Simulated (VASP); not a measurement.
# Pd (Fm-3m) in VASP: notebook

Pd is run at these levels: LDA; tasks: single point, relaxation of cell and atoms.

Everything below comes from runs of VASP 6.6.1. Logs are shortened: lines on timing, memory, paths and dates and some standing lists are left out, and cuts for length are marked.

## Step 1: The cell of the first run

Symmetry: Fm-3m, No. 225, cubic system. The conventional cell has a = 3.840 Å, b = 3.840 Å, c = 3.840 Å, α = 90.00°, β = 90.00°, γ = 90.00°. Pd (site symmetry m-3m) has 12 Pd at 2.72 Å within 3.6 Å.

## Step 2: Single point, LDA

INCAR

```
ALGO = Normal
EDIFF = 1E-6
ENCUT = 520
GGA = CA
ISIF = 2
ISMEAR = 0
LASPH = True
LCHARG = True
LELF = True
LREAL = False
LVHAR = True
LWAVE = False
NBANDS = 11
NELM = 100
PREC = Accurate
SIGMA = 0.1
```

KPOINTS

```
k-points
0
Gamma
  16 16 16
```

POSCAR

```
Pd
1.0
    0.0000000000      1.9199738926      1.9199738926
    1.9199738926      0.0000000000      1.9199738926
    1.9199738926      1.9199738926      0.0000000000
Pd
1
Direct
    0.0000000000      0.0000000000      0.0000000000
```

Potentials or basis: VASP PAW LDA potentials, release 64 (Pd).

The run is started by

```bash
> cat potpaw_LDA.64/Pd/POTCAR > POTCAR
> mpirun -np 1 vasp_std > vasp.out
```

OUTCAR:

```text
EDIFF = 1E-6
   ENCUT = 520
   GGA = CA
   ISIF = 2
   ISMEAR = 0
   LASPH = True
   LREAL = False
   NELM = 100
   PREC = Accurate

 ion  position               nearest neighbor table
   1  0.000  0.000  0.000-

  LATTYP: Found a face centered cubic cell.
 ALAT       =     3.8399477852

  Lattice vectors:

 A1 = (   0.0000000000,   1.9199738926,   1.9199738926)
 A2 = (   1.9199738926,   0.0000000000,   1.9199738926)
 A3 = (   1.9199738926,   1.9199738926,   0.0000000000)

Analysis of symmetry for initial positions (statically):
=====================================================================
 Subroutine PRICEL returns:
 Original cell was already a primitive cell.

 Routine SETGRP: Setting up the symmetry group for a
 face centered cubic supercell.

 Subroutine GETGRP returns: Found 48 space group operations
 (whereof 48 operations were pure point group operations)
 out of a pool of 48 trial point group operations.

The static configuration has the point symmetry O_h .

Analysis of symmetry for dynamics (positions and initial velocities):
=====================================================================
 Subroutine PRICEL returns:
 Original cell was already a primitive cell.

 Routine SETGRP: Setting up the symmetry group for a
 face centered cubic supercell.

 Subroutine GETGRP returns: Found 48 space group operations
 (whereof 48 operations were pure point group operations)
 out of a pool of 48 trial point group operations.

The dynamic configuration has the point symmetry O_h .

 Subroutine INISYM returns: Found 48 space group operations
 (whereof 48 operations are pure point group operations),
 and found     1 'primitive' translations

----------------------------------------------------------------------------------------

                                     Primitive cell

  volume of cell :      14.1552

  direct lattice vectors                    reciprocal lattice vectors
     0.000000000  1.919973893  1.919973893    -0.260420208  0.260420208  0.260420208
     1.919973893  0.000000000  1.919973893     0.260420208 -0.260420208  0.260420208
     1.919973893  1.919973893  0.000000000     0.260420208  0.260420208 -0.260420208

  length of vectors
     2.715253118  2.715253118  2.715253118     0.451061031  0.451061031  0.451061031

  position of ions in fractional coordinates (direct lattice)
     0.000000000  0.000000000  0.000000000

  ion indices of the primitive-cell ions
   primitive index   ion index
                 1           1

----------------------------------------------------------------------------------------

 KPOINTS: k-points

Automatic generation of k-mesh.
 Grid dimensions read from file:
 generate k-points for:   16   16   16

 Generating k-lattice:

  Cartesian coordinates                     Fractional coordinates (reciprocal lattice)
    -0.016276263  0.016276263  0.016276263     0.062500000  0.000000000  0.000000000
     0.016276263 -0.016276263  0.016276263     0.000000000  0.062500000  0.000000000
     0.016276263  0.016276263 -0.016276263     0.000000000  0.000000000  0.062500000

  Length of vectors
     0.028191314  0.028191314  0.028191314

  Shift w.r.t. Gamma in fractional coordinates (k-lattice)
     0.000000000  0.000000000  0.000000000

 Subroutine IBZKPT returns following result:
 ===========================================

 Found    145 irreducible k-points:

 Following reciprocal coordinates:
            Coordinates               Weight
  0.000000  0.000000  0.000000      1.000000
  0.062500  0.000000  0.000000      8.000000
  0.125000  0.000000  0.000000      8.000000
  0.187500  0.000000  0.000000      8.000000
  0.250000  0.000000  0.000000      8.000000
  0.312500  0.000000  0.000000      8.000000
[... 16 lines left out ...]
 -0.125000  0.062500  0.000000     24.000000
 -0.062500  0.062500  0.000000     12.000000
 [... further k-points ...]
   k-points           NKPTS =    145   k-points in BZ     NKDIM =    145   number of bands    NBANDS=     11
   number of dos      NEDOS =    301   number of ions     NIONS =      1
   total plane-waves  NPLWV =   8000
   dimension x,y,z NGX =    20 NGY =   20 NGZ =   20
   dimension x,y,z NGXF=    40 NGYF=   40 NGZF=   40
   ions per type =               1
   NGX,Y,Z   is equivalent  to a cutoff of  12.25, 12.25, 12.25 a.u.
   NGXF,Y,Z  is equivalent  to a cutoff of  24.49, 24.49, 24.49 a.u.
 SYSTEM =  unknown system
   PREC   = accura    normal or accurate (medium, high low for compatibility)
   ISTART =      0    job   : 0-new  1-cont  2-samecut
   ICHARG =      2    charge: 1-file 2-atom 10-const
   ISPIN  =      1    spin polarized calculation?
   LNONCOLLINEAR =      F non collinear calculations
   LSORBIT =      F    spin-orbit coupling
   LASPH  =      T    aspherical Exc in radial PAW
   ENCUT  =  520.0 eV  38.22 Ry    6.18 a.u.   5.05  5.05  5.05*2*pi/ulx,y,z
   NELM   =    100;   NELMIN=  2; NELMDL= -5     # of ELM steps
   EDIFF  = 0.1E-05   stopping-criterion for ELM
   LREAL  =      F    real-space projection
   EDIFFG = 0.1E-04   stopping-criterion for IOM
   NSW    =      0    number of steps for IOM
   IBRION =     -1    ionic relax: 0-MD 1-quasi-New 2-CG
   NFREE  =      0    steps in history (QN), initial steepest desc. (CG)
   ISIF   =      2    stress and relaxation
   ISYM   =      2    0-nonsym 1-usesym 2-fastsym
   POTIM  = 0.5000    time-step for ionic-motion
   TEBEG  =    0.0;   TEEND  =   0.0 temperature during run
   PSTRESS=    0.0 pullay stress
   NELECT =      10.0000    total number of electrons
   NUPDOWN=      -1.0000    fix difference up-down
   EMIN   =  10.00;   EMAX   =-10.00  energy-range for DOS
   EFERMI =   0.00;   METHOD = LEGACY
   ISMEAR =     0;   SIGMA  =   0.10  broadening in eV -4-tet -1-fermi 0-gaus
   EFERMI_NEDOS =   21; number of points for ismear=-14 and -15
   IALGO  =     38    algorithm
   IMIX   =      4    mixing-type and parameters
     AMIX     =   0.40;   BMIX     =  1.00
     AMIX_MAG =   1.60;   BMIX_MAG =  1.00
  volume/ion in A,a.u.               =      14.16        95.52
  Fermi-wavevector in a.u.,A,eV,Ry     =   1.458040  2.755297 28.924371  2.125881
  Thomas-Fermi vector in A             =   2.574771
   LORBIT       =      0    0 simple, 1 ext, 2 COOP (PROOUT), +10 PAW based schemes
   GGA     = CA    functional components
   LHFCALC =     F    Hartree Fock is set to
   AEXX    =    0.0000 exact exchange contribution
   IVDW    =     0    specifies the selected vdW correction
   LEPSILON=     F    determine dielectric tensor
   LRPA    =     F    only Hartree local field effects (RPA)
 non-spin polarized calculation
 Gauss-broadening in eV      SIGMA  =   0.10
  energy-cutoff  :      520.00
  volume of cell :       14.16
 maximum number of plane-waves:       392
   NGX =  9   NGY =  9   NGZ =  9

 number of electron      10.0000005 magnetization

 Free energy of the ion-electron system (eV)
  ---------------------------------------------------
  ext. energy  EPLUGINS =         0.00000000
  ---------------------------------------------------
  free energy    TOTEN  =        -6.49873610 eV

  energy without entropy =       -6.48800443  energy(sigma->0) =       -6.49337027

 E-fermi :  10.3473     XC(G=0): -13.7685

 val. band max:       10.3469049753   @ k =   0.5000   0.3750   0.0625
 cond. band min:      10.3512449434   @ k =  -0.3750   0.3750   0.1250
 fundamental gap:      0.0043399681
 Fermi energy:        10.3472726668

 k-point     1 :       0.0000    0.0000    0.0000
  band No.  band energies     occupation
      1       2.7519      2.00000
      2       7.2591      2.00000
      3       7.2591      2.00000
      4       7.2591      2.00000
      5       9.0189      2.00000
      6       9.0189      2.00000
      7      27.4518      0.00000
      8      32.4084      0.00000
      9      32.4084      0.00000
     10      32.4084      0.00000
     11      35.9687      0.00000

 k-point     2 :       0.0625    0.0000    0.0000
  band No.  band energies     occupation
      1       2.8994      2.00000
      2       7.2040      2.00000
      3       7.3119      2.00000
      4       7.3119      2.00000
      5       8.9926      2.00000
      6       8.9926      2.00000
      7      27.6233      0.00000
      8      31.4951      0.00000
      9      32.5906      0.00000
     10      32.5906      0.00000
     11      35.9906      0.00000

 k-point     3 :       0.1250    0.0000    0.0000
  band No.  band energies     occupation
      1       3.3196      2.00000
      2       7.0748      2.00000
      3       7.4441      2.00000
      4       7.4441      2.00000
      5       8.9441      2.00000
      6       8.9441      2.00000
      7      27.9922      0.00000
      8      29.7249      0.00000
      9      33.1042      0.00000
     10      33.1042      0.00000
     11      36.0021      0.00000

 k-point     4 :       0.1875    0.0000    0.0000
  band No.  band energies     occupation
      1       3.9241      2.00000
      2       6.9920      2.00000
      3       7.5682      2.00000
      4       7.5682      2.00000
      5       8.9682      2.00000
      6       8.9682      2.00000
      7      27.2552      0.00000
      8      28.7761      0.00000
      9      33.8289      0.00000
     10      33.8289      0.00000
     11      36.0554      0.00000

 k-point     5 :       0.2500    0.0000    0.0000
  band No.  band energies     occupation
      1       4.4867      2.00000
      2       7.2105      2.00000
      3       7.5768      2.00000
      4       7.5768      2.00000
      5       9.1714      2.00000
      6       9.1714      2.00000
      7      25.1276      0.00000
      8      28.6136      0.00000
      9      34.3872      0.00000
     10      34.3872      0.00000
     11      35.9609      0.00000
[... 211 lines left out ...]
 k-point    21 :      -0.2500    0.0625    0.0000
  band No.  band energies     occupation
      1       4.7324      2.00000
      2       7.1865      2.00000
      3       7.5817      2.00000
      4       7.6288      2.00000
      5       8.9978      2.00000
      6       9.7033      2.00000
      7      24.4508      0.00000
      8      28.4437      0.00000
      9      32.5382      0.00000
     10      35.1853      0.00000
     11      36.0546      0.00000

 k-point    22 :      -0.1875    0.0625    0.0000
  band No.  band energies     occupation
      1       4.2538      2.00000
      2       6.8875      2.00000
      3       7.6290      2.00000
      4       7.6629      2.00000
      5       8.7463      2.00000
      6       9.3169      2.00000
      7      26.6709      0.00000
      8      28.7373      0.00000
      9      32.6951      0.00000
     10      35.1801      0.00000
     11      35.2449      0.00000

 k-point    23 :      -0.1250    0.0625    0.0000
  band No.  band energies     occupation
      1       3.6303      2.00000
      2       6.9449      2.00000
      3       7.5397      2.00000
      4       7.5675      2.00000
      5       8.7461      2.00000
      6       9.1151      2.00000
      7      28.1452      0.00000
      8      29.0888      0.00000
      9      32.3335      0.00000
     10      34.0788      0.00000
     11      36.1325      0.00000

 k-point    24 :      -0.0625    0.0625    0.0000
  band No.  band energies     occupation
      1       3.1389      2.00000
      2       7.0988      2.00000
      3       7.3849      2.00000
      4       7.4256      2.00000
      5       8.8708      2.00000
      6       9.0439      2.00000
      7      27.8783      0.00000
      8      30.6179      0.00000
      9      32.2522      0.00000
     10      33.1851      0.00000
     11      36.0008      0.00000

 [... further k-points ...]

------------------------ aborting loop because EDIFF is reached ----------------------------------------

  FORCE on cell =-STRESS in cart. coord.  units (eV):
  Direction    XX          YY          ZZ          XY          YZ          ZX
  --------------------------------------------------------------------------------------
  -------------------------------------------------------------------------------------
  Total        0.0289985      0.0289985      0.0289985      0.0000000      0.0000000     -0.0000000
  in kB        3.2822381      3.2822381      3.2822381      0.0000000      0.0000000     -0.0000000
  external PRESSURE =       3.2822381 kB  Pullay stress =       0.0000000 kB

 VOLUME and BASIS-vectors are now :
 -----------------------------------------------------------------------------
  energy-cutoff  :      520.00
  volume of cell :       14.16
      direct lattice vectors                 reciprocal lattice vectors
     0.000000000  1.919973893  1.919973893    -0.260420208  0.260420208  0.260420208
     1.919973893  0.000000000  1.919973893     0.260420208 -0.260420208  0.260420208
     1.919973893  1.919973893  0.000000000     0.260420208  0.260420208 -0.260420208

 POSITION                                       TOTAL-FORCE (eV/Angst)
 -----------------------------------------------------------------------------------
      0.00000      0.00000      0.00000         0.000000      0.000000      0.000000
 -----------------------------------------------------------------------------------
    total drift:                               -0.000000     -0.000000     -0.000000

  FREE ENERGIE OF THE ION-ELECTRON SYSTEM (eV)
  ---------------------------------------------------
  free  energy   TOTEN  =        -6.4987361035 eV

  energy  without entropy=       -6.4880044284  energy(sigma->0) =       -6.49337027
```

Run time: 32 s. Hardware: 1 thread of AMD EPYC 7R13, shared host; peak memory 0.1 GiB.

Results:

```
Free energy            : -6.4987 eV
Pressure               : 0.3 GPa
Band gap on the k mesh : zero (bands 5 and 6 overlap by 1.71 eV)
```

(Continued in part 2 of 2.)
